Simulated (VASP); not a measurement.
# ZnS (F-43m) in VASP: further runs, part 2 of 2

VASP 6.6.1. Earlier steps stand in the parts before.

## 4. Relaxation of cell and atoms, r2SCAN

Contents of POSCAR:

```
ZnS
1.0
    0.0000000000      2.6936828800      2.6936828800
    2.6936828800      0.0000000000      2.6936828800
    2.6936828800      2.6936828800      0.0000000000
Zn S
1 1
Direct
    0.0000000000      0.0000000000      0.0000000000
    0.7500000000      0.7500000000      0.7500000000
```

Contents of INCAR.step1:

```
PREC     = Accurate       # precision mode
ENCUT    = 600            # plane-wave cutoff, eV
ISMEAR   = 0              # smearing method
SIGMA    = 0.02           # smearing width, eV
LREAL    = False          # projectors in reciprocal space
LASPH    = True           # aspherical terms in the spheres
NELM     = 100            # most SCF steps
GGA      = PE             # functional
ALGO     = Normal         # electronic algorithm
EDIFF    = 1E-4           # SCF threshold, eV
LWAVE    = True           # write WAVECAR
LCHARG   = False          # write CHGCAR
```

Contents of INCAR.step2:

```
PREC     = Accurate       # precision mode
ENCUT    = 600            # plane-wave cutoff, eV
EDIFF    = 1E-6           # SCF threshold, eV
ISMEAR   = 0              # smearing method
SIGMA    = 0.02           # smearing width, eV
LREAL    = False          # projectors in reciprocal space
LASPH    = True           # aspherical terms in the spheres
NELM     = 100            # most SCF steps
ALGO     = Normal         # electronic algorithm
ISIF     = 3              # what is computed and relaxed
LWAVE    = False          # write WAVECAR
LCHARG   = False          # write CHGCAR
METAGGA  = R2SCAN         # meta-GGA
LMIXTAU  = True         
IBRION   = 2              # ionic algorithm
NSW      = 100            # ionic steps
EDIFFG   = -0.002         # ionic threshold
ISTART   = 1
```

Contents of KPOINTS:

```
Automatic mesh
0
Gamma
  6 6 6
```

Potentials or basis: VASP PAW PBE potentials, release 64 (Zn, S).

On the command line:

```console
$ cat potpaw_PBE.64/Zn/POTCAR potpaw_PBE.64/S/POTCAR > POTCAR
$ cp INCAR.step1 INCAR
$ mpirun -np 1 vasp_std > vasp.out
$ cp INCAR.step2 INCAR
$ mpirun -np 1 vasp_std > vasp.out
```

OUTCAR:

```text
PREC = Accurate
   ENCUT = 600
   EDIFF = 1E-6
   ISMEAR = 0
   LREAL = False
   LASPH = True
   NELM = 100
   ISIF = 3
   METAGGA = R2SCAN
   IBRION = 2
   NSW = 100
   EDIFFG = -0.002
   ISTART = 1

 ion  position               nearest neighbor table
   1  0.000  0.000  0.000-   2 2.33   2 2.33   2 2.33   2 2.33
   2  0.750  0.750  0.750-   1 2.33   1 2.33   1 2.33   1 2.33

  LATTYP: Found a face centered cubic cell.
 ALAT       =     5.3873657600

  Lattice vectors:

 A1 = (   0.0000000000,   2.6936828800,   2.6936828800)
 A2 = (   2.6936828800,   0.0000000000,   2.6936828800)
 A3 = (   2.6936828800,   2.6936828800,   0.0000000000)

Analysis of symmetry for initial positions (statically):
=====================================================================
 Subroutine PRICEL returns:
 Original cell was already a primitive cell.

[... 170 lines left out ...]
  in kB        1.2370360      1.2370360      1.2370360      0.0000000      0.0000000      0.0000000
  external PRESSURE =       1.2370360 kB  Pullay stress =       0.0000000 kB
[... 59 lines left out ...]
--------------------------------------- Ionic step        3  -------------------------------------------

 number of electron      18.0000017 magnetization

 Free energy of the ion-electron system (eV)
  ---------------------------------------------------
  ext. energy  EPLUGINS =         0.00000000
  ---------------------------------------------------
  free energy    TOTEN  =       -18.86528553 eV

  energy without entropy =      -18.86528553  energy(sigma->0) =      -18.86528553

 E-fermi :   1.9908     XC(G=0): -10.3225

 val. band max:        1.9049969979   @ k =   0.0000   0.0000   0.0000
 cond. band min:       4.6158273402   @ k =   0.0000   0.0000   0.0000
 fundamental gap:      2.7108303423
 Fermi energy:         1.9908069805

 k-point     1 :       0.0000    0.0000    0.0000
  band No.  band energies     occupation
      1     -11.8257      2.00000
      2      -4.6268      2.00000
      3      -4.6268      2.00000
      4      -4.6268      2.00000
      5      -4.0715      2.00000
      6      -4.0715      2.00000
      7       1.9050      2.00000
      8       1.9050      2.00000
      9       1.9050      2.00000
     10       4.6158      0.00000
     11       8.8010      0.00000
     12       8.8012      0.00000
     13       8.8012      0.00000
[... 267 lines left out ...]
  FREE ENERGIE OF THE ION-ELECTRON SYSTEM (eV)
  ---------------------------------------------------
  free  energy   TOTEN  =       -18.8652855310 eV

  energy  without entropy=      -18.8652855309  energy(sigma->0) =      -18.86528553

 reached required accuracy - stopping structural energy minimisation
```

OSZICAR.step1:

```text
N       E                     dE             d eps       ncg     rms          rms(c)
DAV:   1     0.963006251499E+02    0.96301E+02   -0.10072E+04   416   0.182E+03
DAV:   2    -0.454865750180E-01   -0.96346E+02   -0.91905E+02   431   0.305E+02
DAV:   3    -0.716958207759E+01   -0.71241E+01   -0.70887E+01   536   0.815E+01
DAV:   4    -0.726707775752E+01   -0.97496E-01   -0.97446E-01   456   0.101E+01
DAV:   5    -0.726849787287E+01   -0.14201E-02   -0.14201E-02   506   0.121E+00    0.699E+00
DAV:   6    -0.685601565694E+01    0.41248E+00   -0.95865E-01   602   0.371E+01    0.544E+00
DAV:   7    -0.683951030516E+01    0.16505E-01   -0.34786E-01   431   0.580E+00    0.275E+00
DAV:   8    -0.683889448916E+01    0.61582E-03   -0.56848E-03   491   0.736E-01    0.811E-01
DAV:   9    -0.683916543759E+01   -0.27095E-03   -0.11436E-03   479   0.323E-01    0.120E-01
DAV:  10    -0.683930612664E+01   -0.14069E-03   -0.12877E-04   368   0.133E-01    0.659E-02
DAV:  11    -0.683932581250E+01   -0.19686E-04   -0.40986E-05   283   0.989E-02
   1 F= -.68393258E+01 E0= -.68393258E+01  d E =-.265654E-11
```

It took 41 s on 1 thread of Intel Xeon 6975P-C (Granite Rapids), shared host; peak memory 0.17 GiB.

What came out:

| Quantity | Value |
| --- | --- |
| Free energy | -18.8653 eV |
| Relaxed volume | 19.57 Å³/atom |
| Relaxed cell | a = 3.811 Å, b = 3.811 Å, c = 3.811 Å, α = 60.00°, β = 60.00°, γ = 60.00° |
| Space group after relaxing (to 0.1 Å) | F-43m (No. 216) |
| Ionic steps | 3 |
| Pressure after relaxing | 0.0 GPa |
| Band gap on the k mesh | 2.71 eV |

Final structure:
```
Zn S
1.0
     0.00000    2.69504    2.69504
     2.69504    0.00000    2.69504
     2.69504    2.69504    0.00000
Zn S
1 1
Direct
  0.00000 0.00000 0.00000
  0.75000 0.75000 0.75000
```

Caveat: the PAW data sets were made with another functional, which shifts forces and pressure a little.

## 5. Summary

```tsv
task	cell	k mesh	cutoff (eV)	smearing	gap on the mesh (eV)	pressure (GPa)
single point	a = 3.812 Å, angles 60.0°, 2 atoms	6 × 6 × 6	520	gaussian 0.02 eV	2.71	0.0
single point	a = 3.812 Å, angles 60.0°, 2 atoms	8 × 8 × 8	520	gaussian 0.01 eV	2.71	0.0
relaxation of cell and atoms	relaxed from a = 3.809 Å, angles 60.0°, 2 atoms	6 × 6 × 6	600	gaussian 0.02 eV	2.71	0.0
```

Alike in all rows: level r2SCAN; potentials or basis VASP PAW PBE potentials, release 64 (Zn, S); no spin polarisation.

Caveats: the PAW data sets were made with another functional, which shifts forces and pressure a little.

Total energies depend on the potentials used, so only differences within one code and one set of settings carry meaning.
